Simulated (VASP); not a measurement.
HgTe:

```
Hg Te
1.0
     0.00000    3.21450    3.21450
     3.21450    0.00000    3.21450
     3.21450    3.21450    0.00000
Hg Te
1 1
Cartesian
  0.0000 0.0000 0.0000
  1.6073 1.6073 1.6073
```

- Program: VASP 6.6.1
- Task: relaxation of cell and atoms
- Functional: PBE
- Potentials or basis: VASP PAW PBE potentials, release 64 (Hg, Te)
- Cutoff: 600 eV
- k mesh: 12 × 12 × 12
- Occupations: gaussian, width 0.1 eV
- Spin: no spin polarisation

At the start: pressure 4.6 GPa; volume 33.22 Å³/atom.

Question: How do energy, volume and symmetry change on relaxing?

Answer: Over 3 steps the energy falls by 46.9 meV/atom and the volume is 36.80 Å³/atom (+10.8 %); space group F-43m (No. 216, to 0.1 Å) before and after.

The path:
| step | energy change (eV) | largest force (eV/Å) | pressure (GPa) | volume (Å³) |
| --- | --- | --- | --- | --- |
| 1 | 0.0000 | 0.0000 | 4.62 | 66.43 |
| 2 | -0.0858 | 0.0000 | -1.03 | 76.08 |
| 3 | -0.0938 | 0.0000 | 0.02 | 73.61 |

Final structure:
```
Hg Te
1.0
     0.00000    3.32635    3.32635
     3.32635    0.00000    3.32635
     3.32635    3.32635    0.00000
Hg Te
1 1
Direct
  0.00000 0.00000 0.00000
  0.25000 0.25000 0.25000
```
